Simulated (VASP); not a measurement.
Input of a VASP 6.6.1 run:

File INCAR:

```
SYSTEM = SiC
PREC = Accurate
ENCUT = 520
EDIFF = 1E-7
ISMEAR = 0
SIGMA = 0.05
LREAL = .False.
LASPH = .True.
NELM = 80
ALGO = Normal
ISIF = 2
LWAVE = .False.
LCHARG = .True.
GGA = PE
LELF = .True.
LVHAR = .True.
NBANDS = 16
```

File KPOINTS:

```
Automatic mesh
0
Gamma
  12 12 6
  0 0 0
```

The input POSCAR:

```
SiC
1.0
    3.0759982064      0.0000000000      0.0000000000
   -1.5379991032      2.6638925888      0.0000000000
    0.0000000000      0.0000000000      5.0480000000
Si C
2 2
Direct
    0.3333333333      0.6666666667      0.0000000000
    0.6666666667      0.3333333333      0.5000000000
    0.3617793837      0.6666666667      0.3850000000
    0.6666666667      0.3333333333      0.8850000000
```

Potentials or basis: VASP PAW PBE potentials, release 64 (Si, C).

Run with:

```bash
$ cat potpaw_PBE.64/Si/POTCAR potpaw_PBE.64/C/POTCAR > POTCAR
$ mpirun -np 1 vasp_std > vasp.out
```

What does it give for the pressure?

4.2 GPa.

Estimate the band gap on the k mesh.

2.26 eV, indirect (least direct gap 4.00 eV).

Stress tensor (GPa, compression positive):
```
 6.27 -3.82  1.97
-3.82  5.71 -0.46
 1.97 -0.46  0.56
```

Caveat: the cell differs from its parent crystal (atom 3 (C) moved +0.087 Å along Cartesian [1 0 0]); forces of over 1 eV/Å act on the atoms, so gaps and moduli don't describe the material at rest. A k mesh can miss the band edges.
